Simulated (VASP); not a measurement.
# BaS (Fm-3m) in VASP: a series of runs

BaS is run at these levels: PBE, r2SCAN0, PBEsol; tasks: single point.

Everything below comes from runs of VASP 6.6.1. Logs are shortened: lines on timing, memory, paths and dates and some standing lists are left out, and cuts for length are marked.

### Step 1. The cell of the first run

The structure is cubic, space group Fm-3m (No. 225). Conventional cell: a = 6.388 Å, b = 6.388 Å, c = 6.388 Å, α = 90.00°, β = 90.00°, γ = 90.00°. Within 4.2 Å of Ba (site symmetry m-3m) lie 6 S at 3.19 Å. S (site symmetry m-3m) has 6 Ba at 3.19 Å within 4.2 Å.

### Step 2. Single point, PBE

Contents of INCAR:

```
SYSTEM = BaS
PREC = Accurate
ENCUT = 520
EDIFF = 1E-6
ISMEAR = -1
SIGMA = 0.03
LREAL = .False.
LASPH = .True.
NELM = 100
ALGO = Normal
ISIF = 2
LWAVE = .False.
LCHARG = .False.
GGA = PE
NBANDS = 15
```

Contents of KPOINTS:

```
regular mesh
0
Gamma
  5 5 5
  0 0 0
```

Contents of POSCAR:

```
BaS
1.0
    0.0000000000      3.1937500000      3.1937500000
    3.1937500000      0.0000000000      3.1937500000
    3.1937500000      3.1937500000      0.0000000000
Ba S
1 1
Direct
    0.0000000000      0.0000000000      0.0000000000
    0.5000000000      0.5000000000      0.5000000000
```

Potentials or basis: VASP PAW PBE potentials, release 64 (Ba_sv, S).

Launch:

```console
> cat potpaw_PBE.64/Ba_sv/POTCAR potpaw_PBE.64/S/POTCAR > POTCAR
> mpirun -np 1 vasp_std > vasp.out
```

OUTCAR:

```text
SYSTEM = BaS
   PREC = Accurate
   ENCUT = 520
   EDIFF = 1E-6
   ISMEAR = -1
   LREAL = .False.
   LASPH = .True.
   NELM = 100
   ISIF = 2
   GGA = PE

 ion  position               nearest neighbor table
   1  0.000  0.000  0.000-   2 3.19   2 3.19   2 3.19   2 3.19   2 3.19   2 3.19
   2  0.500  0.500  0.500-   1 3.19   1 3.19   1 3.19   1 3.19   1 3.19   1 3.19

  LATTYP: Found a face centered cubic cell.
 ALAT       =     6.3875000000

  Lattice vectors:

 A1 = (   0.0000000000,   3.1937500000,   3.1937500000)
 A2 = (   3.1937500000,   0.0000000000,   3.1937500000)
 A3 = (   3.1937500000,   3.1937500000,   0.0000000000)

Analysis of symmetry for initial positions (statically):
=====================================================================
 Subroutine PRICEL returns:
 Original cell was already a primitive cell.

 Routine SETGRP: Setting up the symmetry group for a
 face centered cubic supercell.

 Subroutine GETGRP returns: Found 48 space group operations
 (whereof 48 operations were pure point group operations)
 out of a pool of 48 trial point group operations.

The static configuration has the point symmetry O_h .

Analysis of symmetry for dynamics (positions and initial velocities):
=====================================================================
 Subroutine PRICEL returns:
 Original cell was already a primitive cell.

 Routine SETGRP: Setting up the symmetry group for a
 face centered cubic supercell.

 Subroutine GETGRP returns: Found 48 space group operations
 (whereof 48 operations were pure point group operations)
 out of a pool of 48 trial point group operations.

The dynamic configuration has the point symmetry O_h .

 Subroutine INISYM returns: Found 48 space group operations
 (whereof 48 operations are pure point group operations),
 and found     1 'primitive' translations

----------------------------------------------------------------------------------------

                                     Primitive cell

  volume of cell :      65.1527

  direct lattice vectors                    reciprocal lattice vectors
     0.000000000  3.193750000  3.193750000    -0.156555773  0.156555773  0.156555773
     3.193750000  0.000000000  3.193750000     0.156555773 -0.156555773  0.156555773
     3.193750000  3.193750000  0.000000000     0.156555773  0.156555773 -0.156555773

  length of vectors
     4.516644565  4.516644565  4.516644565     0.271162553  0.271162553  0.271162553

  position of ions in fractional coordinates (direct lattice)
     0.000000000  0.000000000  0.000000000
     0.500000000  0.500000000  0.500000000

  ion indices of the primitive-cell ions
   primitive index   ion index
                 1           1
                 2           2

----------------------------------------------------------------------------------------

 KPOINTS: regular mesh

Automatic generation of k-mesh.
 Grid dimensions read from file:
 generate k-points for:    5    5    5

 Generating k-lattice:

  Cartesian coordinates                     Fractional coordinates (reciprocal lattice)
    -0.031311155  0.031311155  0.031311155     0.200000000  0.000000000  0.000000000
     0.031311155 -0.031311155  0.031311155     0.000000000  0.200000000  0.000000000
     0.031311155  0.031311155 -0.031311155     0.000000000  0.000000000  0.200000000

  Length of vectors
     0.054232511  0.054232511  0.054232511

  Shift w.r.t. Gamma in fractional coordinates (k-lattice)
     0.000000000  0.000000000  0.000000000

 Subroutine IBZKPT returns following result:
 ===========================================

 Found     10 irreducible k-points:

 Following reciprocal coordinates:
            Coordinates               Weight
  0.000000  0.000000  0.000000      1.000000
  0.200000  0.000000  0.000000      8.000000
  0.400000  0.000000  0.000000      8.000000
  0.200000  0.200000  0.000000      6.000000
  0.400000  0.200000  0.000000     24.000000
 -0.400000  0.200000  0.000000     24.000000
 -0.200000  0.200000  0.000000     12.000000
  0.400000  0.400000  0.000000      6.000000
 -0.400000  0.400000  0.000000     12.000000
 -0.400000  0.400000  0.200000     24.000000
   k-points           NKPTS =     10   k-points in BZ     NKDIM =     10   number of bands    NBANDS=     15
   number of dos      NEDOS =    301   number of ions     NIONS =      2
   total plane-waves  NPLWV =  46656
   dimension x,y,z NGX =    36 NGY =   36 NGZ =   36
   dimension x,y,z NGXF=    72 NGYF=   72 NGZF=   72
   ions per type =               1   1
   NGX,Y,Z   is equivalent  to a cutoff of  13.25, 13.25, 13.25 a.u.
   NGXF,Y,Z  is equivalent  to a cutoff of  26.50, 26.50, 26.50 a.u.
 SYSTEM =  BaS
   PREC   = accura    normal or accurate (medium, high low for compatibility)
   ISTART =      0    job   : 0-new  1-cont  2-samecut
   ICHARG =      2    charge: 1-file 2-atom 10-const
   ISPIN  =      1    spin polarized calculation?
   LNONCOLLINEAR =      F non collinear calculations
   LSORBIT =      F    spin-orbit coupling
   LASPH  =      T    aspherical Exc in radial PAW
   ENCUT  =  520.0 eV  38.22 Ry    6.18 a.u.   8.40  8.40  8.40*2*pi/ulx,y,z
   NELM   =    100;   NELMIN=  2; NELMDL= -5     # of ELM steps
   EDIFF  = 0.1E-05   stopping-criterion for ELM
   LREAL  =      F    real-space projection
   EDIFFG = 0.1E-04   stopping-criterion for IOM
   NSW    =      0    number of steps for IOM
   IBRION =     -1    ionic relax: 0-MD 1-quasi-New 2-CG
   NFREE  =      0    steps in history (QN), initial steepest desc. (CG)
   ISIF   =      2    stress and relaxation
   ISYM   =      2    0-nonsym 1-usesym 2-fastsym
   POTIM  = 0.5000    time-step for ionic-motion
   TEBEG  =    0.0;   TEEND  =   0.0 temperature during run
   PSTRESS=    0.0 pullay stress
   NELECT =      16.0000    total number of electrons
   NUPDOWN=      -1.0000    fix difference up-down
   EMIN   =  10.00;   EMAX   =-10.00  energy-range for DOS
   EFERMI =   0.00;   METHOD = LEGACY
   ISMEAR =    -1;   SIGMA  =   0.03  broadening in eV -4-tet -1-fermi 0-gaus
   EFERMI_NEDOS =   21; number of points for ismear=-14 and -15
   IALGO  =     38    algorithm
   IMIX   =      4    mixing-type and parameters
     AMIX     =   0.40;   BMIX     =  1.00
     AMIX_MAG =   1.60;   BMIX_MAG =  1.00
  volume/ion in A,a.u.               =      32.58       219.84
  Fermi-wavevector in a.u.,A,eV,Ry     =   1.025189  1.937326 14.299891  1.051012
  Thomas-Fermi vector in A             =   2.159016
   LORBIT       =      0    0 simple, 1 ext, 2 COOP (PROOUT), +10 PAW based schemes
   GGA     = PE    functional components
   LHFCALC =     F    Hartree Fock is set to
   AEXX    =    0.0000 exact exchange contribution
   IVDW    =     0    specifies the selected vdW correction
   LEPSILON=     F    determine dielectric tensor
   LRPA    =     F    only Hartree local field effects (RPA)
 non-spin polarized calculation
  energy-cutoff  :      520.00
  volume of cell :       65.15
 maximum number of plane-waves:      1807
 NGX is ok and might be reduce to    36
   NGX = 17   NGY = 17   NGZ = 17

 number of electron      16.0000001 magnetization

 Free energy of the ion-electron system (eV)
  ---------------------------------------------------
  ext. energy  EPLUGINS =         0.00000000
  ---------------------------------------------------
  free energy    TOTEN  =       -10.18383629 eV

  energy without entropy =      -10.18383629  energy(sigma->0) =      -10.18383629

 E-fermi :   2.1854     XC(G=0):  -8.6254

 val. band max:        1.4552580371   @ k =   0.0000   0.0000   0.0000
 cond. band min:       3.6774822513   @ k =   0.4000   0.4000   0.0000
 fundamental gap:      2.2222242142
 Fermi energy:         2.1854441841

 k-point     1 :       0.0000    0.0000    0.0000
  band No.  band energies     occupation
      1     -24.6211      2.00000
      2      -9.6767      2.00000
      3      -9.6767      2.00000
      4      -9.6767      2.00000
      5      -8.9049      2.00000
      6       1.4553      2.00000
      7       1.4553      2.00000
      8       1.4553      2.00000
      9       5.0542      0.00000
     10       5.3226      0.00000
     11       5.3226      0.00000
     12       5.3226      0.00000
     13       6.2483      0.00000
     14       6.2483      0.00000
     15      10.1895      0.00000

 k-point     2 :       0.2000    0.0000    0.0000
  band No.  band energies     occupation
      1     -24.6057      2.00000
      2     -10.2448      2.00000
      3      -9.6902      2.00000
      4      -9.6902      2.00000
      5      -8.3041      2.00000
      6       0.6018      2.00000
      7       0.9981      2.00000
      8       0.9981      2.00000
      9       5.4229      0.00000
     10       5.9029      0.00000
     11       5.9029      0.00000
     12       6.3507      0.00000
     13       7.3300      0.00000
     14       7.3300      0.00000
     15      11.6209      0.00000

 k-point     3 :       0.4000    0.0000    0.0000
  band No.  band energies     occupation
      1     -24.5807      2.00000
      2     -10.7458      2.00000
      3      -9.7115      2.00000
      4      -9.7115      2.00000
      5      -7.7438      2.00000
      6      -0.3442      2.00000
      7       0.4481      2.00000
      8       0.4481      2.00000
      9       6.3339      0.00000
     10       7.3285      0.00000
     11       7.3285      0.00000
     12       7.5905      0.00000
     13       9.5195      0.00000
     14       9.5195      0.00000
     15      11.3982      0.00000
[... 91 lines left out ...]
 k-point     9 :      -0.4000    0.4000    0.0000
  band No.  band energies     occupation
      1     -24.5634      2.00000
      2     -10.1919      2.00000
      3     -10.1076      2.00000
      4      -9.8312      2.00000
      5      -8.4430      2.00000
      6       0.7271      2.00000
      7       0.9179      2.00000
      8       0.9817      2.00000
      9       4.3597      0.00000
     10       7.7738      0.00000
     11       8.0318      0.00000
     12       8.2847      0.00000
     13       8.4583      0.00000
     14       9.1370      0.00000
     15      10.9941      0.00000

 k-point    10 :      -0.4000    0.4000    0.2000
  band No.  band energies     occupation
      1     -24.5663      2.00000
      2     -10.3853      2.00000
      3      -9.9505      2.00000
      4      -9.8810      2.00000
      5      -8.2047      2.00000
      6       0.2918      2.00000
      7       0.7228      2.00000
      8       1.0124      2.00000
      9       5.1565      0.00000
     10       6.6543      0.00000
     11       7.6234      0.00000
     12       8.5450      0.00000
     13       8.9467      0.00000
     14      10.3145      0.00000
     15      11.0612      0.00000

------------------------ aborting loop because EDIFF is reached ----------------------------------------

  FORCE on cell =-STRESS in cart. coord.  units (eV):
  Direction    XX          YY          ZZ          XY          YZ          ZX
  --------------------------------------------------------------------------------------
  -------------------------------------------------------------------------------------
  Total        0.5838652      0.5838652      0.5838652      0.0000000      0.0000000     -0.0000000
  in kB       14.3578842     14.3578842     14.3578842      0.0000000      0.0000000     -0.0000000
  external PRESSURE =      14.3578842 kB  Pullay stress =       0.0000000 kB

 VOLUME and BASIS-vectors are now :
 -----------------------------------------------------------------------------
  energy-cutoff  :      520.00
  volume of cell :       65.15
      direct lattice vectors                 reciprocal lattice vectors
     0.000000000  3.193750000  3.193750000    -0.156555773  0.156555773  0.156555773
     3.193750000  0.000000000  3.193750000     0.156555773 -0.156555773  0.156555773
     3.193750000  3.193750000  0.000000000     0.156555773  0.156555773 -0.156555773

 POSITION                                       TOTAL-FORCE (eV/Angst)
 -----------------------------------------------------------------------------------
      0.00000      0.00000      0.00000        -0.000000      0.000000     -0.000000
      3.19375      3.19375      3.19375         0.000000     -0.000000      0.000000
 -----------------------------------------------------------------------------------
    total drift:                                0.000000      0.000000      0.000000

  FREE ENERGIE OF THE ION-ELECTRON SYSTEM (eV)
  ---------------------------------------------------
  free  energy   TOTEN  =       -10.1838362885 eV

  energy  without entropy=      -10.1838362885  energy(sigma->0) =      -10.18383629
```

It took 16 s on 1 thread of AMD EPYC 7R43 (Zen 3), shared host; peak memory 0.17 GiB.

What came out:

| Property | Result |
| --- | --- |
| Free energy | -10.1838 eV |
| Pressure | 1.4 GPa |
| Band gap on the k mesh | 2.22 eV (least direct gap 2.38 eV) |

Caveat: spin-orbit coupling is left out, which moves the levels of the heavy elements; an odd mesh through Γ misses points on the zone boundary, where band edges can lie.

(Part 1 of 2 ends here.)
